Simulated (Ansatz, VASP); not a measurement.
Two plane-wave programs on CoO

```
CELL_PARAMETERS angstrom
-1.50800 1.50800 2.10725
1.50800 -1.50800 2.10725
1.50800 1.50800 -2.10725
ATOMIC_POSITIONS crystal
Co 0.00502 0.99189 0.99070
O 0.48339 0.49532 0.97614
```

Alike in both runs: task single point; functional PBEsol; k mesh 6 × 6 × 6; collinear spin.

|  | VASP | Ansatz |
| --- | --- | --- |
| version | VASP 6.6.1 | Ansatz 0.2.0 |
| potentials or method | VASP PAW PBE potentials, release 64 (Co, O) | plane waves, PAW |
| plane-wave cutoff (eV) | 520 | 420 |
| occupations | fermi-dirac, width 0.1 eV | fermi-dirac |
| valence electrons in the cell | 15 | 23 |

Ansatz gave:

```
rms of the force components (eV/Å)                            : 0.017
net moment per atom (μB)                                      : 1.41
size of the moment on the site where the two differ most (μB) : 2.39
```

**Question.** Which values does VASP return?

**Answer.** rms of the force components (eV/Å): 0.018; net moment per atom (μB): 1.40; size of the moment on the site where the two differ most (μB): 2.47.

VASP's potentials were made for PBE, not for PBEsol. Site moments also hang on the region over which each program counts them. Atom by atom the forces differ by 0.001 eV/Å (rms over components). VASP's potentials hold 15 valence electrons a cell and Ansatz's 23, so a difference there can come from the potentials and not from the codes. Ansatz's warnings: stability check not made.

The k mesh is coarse, so the values compare programs but aren't converged.
